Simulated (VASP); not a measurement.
# TiTe2 (P-3m1) in VASP: notebook

TiTe2 is run at these levels: PBE+D3(BJ); tasks: single point.

Program: VASP 6.6.1. These are calculated values, not measurements. Logs are shortened: lines on timing, memory, paths and dates and some standing lists are left out, and cuts for length are marked.

## Step 1: The cell of the first run

Symmetry: P-3m1, No. 164, trigonal system. Conventional cell: a = 3.588 Å, b = 3.588 Å, c = 6.168 Å, α = 90.00°, β = 90.00°, γ = 120.00°. Within 3.6 Å of Ti (site symmetry -3m) lie 6 Te at 2.70 Å and 6 Ti at 3.59 Å. Within 3.6 Å of Te (site symmetry 3m) lie 3 Ti at 2.70 Å and 9 Te at 3.39 to 3.59 Å.

## Step 2: Single point, PBE+D3(BJ) (22.92 Å³/atom)

INCAR reads:

```
PREC = Accurate ; ENCUT = 520
EDIFF = 1E-6 ; ISMEAR = 0
SIGMA = 0.1 ; LREAL = F
LASPH = T ; NELM = 100
ALGO = Normal ; ISIF = 2
LWAVE = F ; LCHARG = F
GGA = PE ; IVDW = 12
NBANDS = 19
```

KPOINTS reads:

```
regular mesh
0
Gamma
  15 15 8
```

POSCAR reads:

```
TiTe2
1.0
    3.5878710688      0.0000000000      0.0000000000
   -1.7939355344      3.1071874911      0.0000000000
    0.0000000000      0.0000000000      6.1679375885
Ti Te
1 2
Direct
    0.0000000000      0.0000000000      0.0000000000
    0.6666666667      0.3333333333      0.2819992605
    0.3333333333      0.6666666667      0.7180007395
```

Potentials or basis: VASP PAW PBE potentials, release 64 (Ti_sv, Te).

On the command line:

```console
$ cat potpaw_PBE.64/Ti_sv/POTCAR potpaw_PBE.64/Te/POTCAR > POTCAR
$ mpirun -np 1 vasp_std > vasp.out
```

OUTCAR:

```text
PREC = Accurate
   ENCUT = 520
   EDIFF = 1E-6
   ISMEAR = 0
   LREAL = F
   LASPH = T
   NELM = 100
   ISIF = 2
   GGA = PE
   IVDW = 12
 IVDW          = 12

 ion  position               nearest neighbor table
   1  0.000  0.000  0.000-   2 2.70   3 2.70   2 2.70   3 2.70   2 2.70   3 2.70
   2  0.667  0.333  0.282-   1 2.70   1 2.70   1 2.70   3 3.39   3 3.39   3 3.39
   3  0.333  0.667  0.718-   1 2.70   1 2.70   1 2.70   2 3.39   2 3.39   2 3.39

  LATTYP: Found a hexagonal cell.
 ALAT       =     3.5878710688
 C/A-ratio  =     1.7191079251

  Lattice vectors:

 A1 = (   3.5878710688,   0.0000000000,   0.0000000000)
 A2 = (  -1.7939355344,   3.1071874911,   0.0000000000)
 A3 = (   0.0000000000,   0.0000000000,   6.1679375885)

Analysis of symmetry for initial positions (statically):
=====================================================================
 Subroutine PRICEL returns:
 Original cell was already a primitive cell.

 Routine SETGRP: Setting up the symmetry group for a
 hexagonal supercell.

 Subroutine GETGRP returns: Found 12 space group operations
 (whereof 12 operations were pure point group operations)
 out of a pool of 24 trial point group operations.

The static configuration has the point symmetry D_3d.

Analysis of symmetry for dynamics (positions and initial velocities):
=====================================================================
 Subroutine PRICEL returns:
 Original cell was already a primitive cell.

 Routine SETGRP: Setting up the symmetry group for a
 hexagonal supercell.

 Subroutine GETGRP returns: Found 12 space group operations
 (whereof 12 operations were pure point group operations)
 out of a pool of 24 trial point group operations.

The dynamic configuration has the point symmetry D_3d.

 Subroutine INISYM returns: Found 12 space group operations
 (whereof 12 operations are pure point group operations),
 and found     1 'primitive' translations

----------------------------------------------------------------------------------------

                                     Primitive cell

  volume of cell :      68.7613

  direct lattice vectors                    reciprocal lattice vectors
     3.587871069  0.000000000  0.000000000     0.278716816  0.160917229  0.000000000
    -1.793935534  3.107187491  0.000000000     0.000000000  0.321834457  0.000000000
     0.000000000  0.000000000  6.167937589     0.000000000  0.000000000  0.162128748

  length of vectors
     3.587871069  3.587871069  6.167937589     0.321834457  0.321834457  0.162128748

  position of ions in fractional coordinates (direct lattice)
     0.000000000  0.000000000  0.000000000
     0.666666667  0.333333333  0.281999261
     0.333333333  0.666666667  0.718000739

  ion indices of the primitive-cell ions
   primitive index   ion index
                 1           1
                 2           2
                 3           3

----------------------------------------------------------------------------------------

 KPOINTS: regular mesh

Automatic generation of k-mesh.
 Grid dimensions read from file:
 generate k-points for:   15   15    8

 Generating k-lattice:

  Cartesian coordinates                     Fractional coordinates (reciprocal lattice)
     0.018581121  0.010727815  0.000000000     0.066666667  0.000000000  0.000000000
     0.000000000  0.021455630  0.000000000     0.000000000  0.066666667  0.000000000
     0.000000000  0.000000000  0.020266094     0.000000000  0.000000000  0.125000000

  Length of vectors
     0.021455630  0.021455630  0.020266094

  Shift w.r.t. Gamma in fractional coordinates (k-lattice)
     0.000000000  0.000000000  0.000000000

 Subroutine IBZKPT returns following result:
 ===========================================

 Found    192 irreducible k-points:

 Following reciprocal coordinates:
            Coordinates               Weight
  0.000000  0.000000  0.000000      1.000000
  0.066667  0.000000  0.000000      6.000000
  0.133333  0.000000  0.000000      6.000000
  0.200000  0.000000  0.000000      6.000000
  0.266667  0.000000  0.000000      6.000000
  0.333333 -0.000000  0.000000      6.000000
[... 16 lines left out ...]
  0.333333  0.200000  0.000000     12.000000
  0.400000  0.200000  0.000000      6.000000
 [... further k-points ...]
   k-points           NKPTS =    192   k-points in BZ     NKDIM =    192   number of bands    NBANDS=     19
   number of dos      NEDOS =    301   number of ions     NIONS =      3
   total plane-waves  NPLWV =  37632
   dimension x,y,z NGX =    28 NGY =   28 NGZ =   48
   dimension x,y,z NGXF=    56 NGYF=   56 NGZF=   96
   ions per type =               1   2
   NGX,Y,Z   is equivalent  to a cutoff of  12.97, 12.97, 12.94 a.u.
   NGXF,Y,Z  is equivalent  to a cutoff of  25.95, 25.95, 25.88 a.u.
 SYSTEM =  unknown system
   PREC   = accura    normal or accurate (medium, high low for compatibility)
   ISTART =      0    job   : 0-new  1-cont  2-samecut
   ICHARG =      2    charge: 1-file 2-atom 10-const
   ISPIN  =      1    spin polarized calculation?
   LNONCOLLINEAR =      F non collinear calculations
   LSORBIT =      F    spin-orbit coupling
   LASPH  =      T    aspherical Exc in radial PAW
   ENCUT  =  520.0 eV  38.22 Ry    6.18 a.u.   6.67  6.67 11.47*2*pi/ulx,y,z
   NELM   =    100;   NELMIN=  2; NELMDL= -5     # of ELM steps
   EDIFF  = 0.1E-05   stopping-criterion for ELM
   LREAL  =      F    real-space projection
   EDIFFG = 0.1E-04   stopping-criterion for IOM
   NSW    =      0    number of steps for IOM
   IBRION =     -1    ionic relax: 0-MD 1-quasi-New 2-CG
   NFREE  =      0    steps in history (QN), initial steepest desc. (CG)
   ISIF   =      2    stress and relaxation
   ISYM   =      2    0-nonsym 1-usesym 2-fastsym
   POTIM  = 0.5000    time-step for ionic-motion
   TEBEG  =    0.0;   TEEND  =   0.0 temperature during run
   PSTRESS=    0.0 pullay stress
   NELECT =      24.0000    total number of electrons
   NUPDOWN=      -1.0000    fix difference up-down
   EMIN   =  10.00;   EMAX   =-10.00  energy-range for DOS
   EFERMI =   0.00;   METHOD = LEGACY
   ISMEAR =     0;   SIGMA  =   0.10  broadening in eV -4-tet -1-fermi 0-gaus
   EFERMI_NEDOS =   21; number of points for ismear=-14 and -15
   IALGO  =     38    algorithm
   IMIX   =      4    mixing-type and parameters
     AMIX     =   0.40;   BMIX     =  1.00
     AMIX_MAG =   1.60;   BMIX_MAG =  1.00
  volume/ion in A,a.u.               =      22.92       154.67
  Fermi-wavevector in a.u.,A,eV,Ry     =   1.152649  2.178191 18.076703  1.328600
  Thomas-Fermi vector in A             =   2.289299
   LORBIT       =      0    0 simple, 1 ext, 2 COOP (PROOUT), +10 PAW based schemes
   GGA     = PE    functional components
   LHFCALC =     F    Hartree Fock is set to
   AEXX    =    0.0000 exact exchange contribution
   IVDW    =    12    specifies the selected vdW correction
   LEPSILON=     F    determine dielectric tensor
   LRPA    =     F    only Hartree local field effects (RPA)
 non-spin polarized calculation
 Gauss-broadening in eV      SIGMA  =   0.10
  energy-cutoff  :      520.00
  volume of cell :       68.76
 maximum number of plane-waves:      1882
 NGX is ok and might be reduce to    28
   NGX = 13   NGY = 13   NGZ = 23

 number of electron      23.9999997 magnetization

 Free energy of the ion-electron system (eV)
  ---------------------------------------------------
  ext. energy  EPLUGINS =         0.00000000
  ---------------------------------------------------
  free energy    TOTEN  =       -15.89506088 eV

  energy without entropy =      -15.88830070  energy(sigma->0) =      -15.89168079

 E-fermi :   8.8963     XC(G=0): -10.6456

 val. band max:        8.8959341732   @ k =   0.0667   0.0000   0.2500
 cond. band min:       8.9005014349   @ k =   0.3333   0.0667   0.3750
 fundamental gap:      0.0045672618
 Fermi energy:         8.8962960964

 k-point     1 :       0.0000    0.0000    0.0000
  band No.  band energies     occupation
      1     -48.2967      2.00000
      2     -24.5706      2.00000
      3     -24.5706      2.00000
      4     -24.5626      2.00000
      5      -4.5670      2.00000
      6      -2.4080      2.00000
[... 11 lines left out ...]
     18      14.2593      0.00000
     19      15.9384      0.00000

 k-point     2 :       0.0667    0.0000    0.0000
  band No.  band energies     occupation
      1     -48.2964      2.00000
      2     -24.5739      2.00000
      3     -24.5713      2.00000
      4     -24.5618      2.00000
      5      -4.5062      2.00000
      6      -2.3742      2.00000
[... 11 lines left out ...]
     18      14.6978      0.00000
     19      16.2111      0.00000

 k-point     3 :       0.1333    0.0000    0.0000
  band No.  band energies     occupation
      1     -48.2956      2.00000
      2     -24.5833      2.00000
      3     -24.5735      2.00000
      4     -24.5596      2.00000
      5      -4.3259      2.00000
      6      -2.2769      2.00000
[... 11 lines left out ...]
     18      15.1889      0.00000
     19      16.5654      0.00000

 k-point     4 :       0.2000    0.0000    0.0000
  band No.  band energies     occupation
      1     -48.2945      2.00000
      2     -24.5972      2.00000
      3     -24.5766      2.00000
      4     -24.5562      2.00000
      5      -4.0337      2.00000
      6      -2.1284      2.00000
[... 407 lines left out ...]
     18      13.6095      0.00000
     19      16.5793      0.00000

 k-point    23 :       0.3333    0.2000    0.0000
  band No.  band energies     occupation
      1     -48.2900      2.00000
      2     -24.6362      2.00000
      3     -24.6029      2.00000
      4     -24.5432      2.00000
      5      -2.2377      2.00000
      6      -1.6470      2.00000
[... 11 lines left out ...]
     18      13.2555      0.00000
     19      16.6021      0.00000

 k-point    24 :       0.4000    0.2000    0.0000
  band No.  band energies     occupation
      1     -48.2898      2.00000
      2     -24.6377      2.00000
      3     -24.6047      2.00000
      4     -24.5425      2.00000
      5      -2.0153      2.00000
      6      -1.7130      2.00000
[... 11 lines left out ...]
     18      13.1520      0.00000
     19      16.5683      0.00000

 [... further k-points ...]

------------------------ aborting loop because EDIFF is reached ----------------------------------------

 Edisp (eV)   -1.72354

 E8    (eV) :    -0.7971

  FORCE on cell =-STRESS in cart. coord.  units (eV):
  Direction    XX          YY          ZZ          XY          YZ          ZX
  --------------------------------------------------------------------------------------
  -------------------------------------------------------------------------------------
  Total       2.23616     2.23616     2.18142     0.00000     0.00000     0.00000
  in kB      52.10386    52.10386    50.82837     0.00000     0.00000     0.00000
  external pressure =       51.68 kB  Pullay stress =        0.00 kB

 VOLUME and BASIS-vectors are now :
 -----------------------------------------------------------------------------
  energy-cutoff  :      520.00
  volume of cell :       68.76
      direct lattice vectors                 reciprocal lattice vectors
     3.587871069  0.000000000  0.000000000     0.278716816  0.160917229  0.000000000
    -1.793935534  3.107187491  0.000000000     0.000000000  0.321834457  0.000000000
     0.000000000  0.000000000  6.167937589     0.000000000  0.000000000  0.162128748

 POSITION                                       TOTAL-FORCE (eV/Angst)
 -----------------------------------------------------------------------------------
      0.00000      0.00000      0.00000         0.000000      0.000000      0.000000
      1.79394      1.03573      1.73935         0.000000     -0.000000      0.006577
     -0.00000      2.07146      4.42858        -0.000000      0.000000     -0.006577
 -----------------------------------------------------------------------------------
    total drift:                                0.000000     -0.000000     -0.000000

  FREE ENERGIE OF THE ION-ELECTRON SYSTEM (eV)
  ---------------------------------------------------
  free  energy   TOTEN  =       -17.6186006388 eV

  energy  without entropy=      -17.6118404565  energy(sigma->0) =      -17.61522055
```

Wall time 5 min (1 thread of Intel Xeon 8259CL, shared host); peak memory 0.38 GiB.

What came out:

| Item | Value |
| --- | --- |
| Free energy | -17.6186 eV |
| Pressure | 5.2 GPa |
| Largest force | 0.007 eV/Å |
| Band gap on the k mesh | zero (bands 12 and 13 overlap by 0.88 eV) |
| Dispersion energy per atom | -0.575 eV |

Forces on the atoms (eV/Å):
```
Ti   0.000  0.000  0.000
Te   0.000  0.000  0.007
Te   0.000  0.000 -0.007
```

Stress tensor (GPa, compression positive):
```
5.21 0.00 0.00
0.00 5.21 0.00
0.00 0.00 5.08
```

Caveat: the cell stands under pressure; spin-orbit coupling is left out, which moves the levels of the heavy elements.

[end of part 1 of 2]
